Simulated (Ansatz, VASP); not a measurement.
## InAs: VASP beside Ansatz

```
CELL_PARAMETERS angstrom
2.38483 1.37688 2.37749
-2.38483 1.37688 2.37749
0.00000 -2.75377 2.37749
ATOMIC_POSITIONS crystal
In 0.50000 0.50000 0.50000
As 0.00000 0.00000 0.00000
```

Alike in both runs: functional PBE; k mesh 5 × 5 × 5; occupations gaussian, width 0.2 eV; no spin polarisation.

Ansatz relaxed the structure, and its values are those at the end. VASP's run is a single point on that final structure, the one shown.

|  | VASP | Ansatz |
| --- | --- | --- |
| version | VASP 6.6.1 | Ansatz 0.2.0 |
| potentials or method | VASP PAW PBE potentials, release 64 (In_d, As), cutoff 500 eV | scalar-relativistic, plane waves, PAW |
| valence electrons in the cell | 18 | 28 |

```tsv
	VASP	Ansatz	Ansatz less VASP
gap on the k mesh at the Fermi level (eV)	none	none	-
pressure (GPa)	-0.4	-0.4	-0.02
```

A gap of «none» marks a metal or a gap that the smearing closes. The functional is the same, so the differences come from potentials, cutoffs and numerics. VASP's potentials hold 18 valence electrons a cell and Ansatz's 28, so a difference there can come from the potentials and not from the codes.
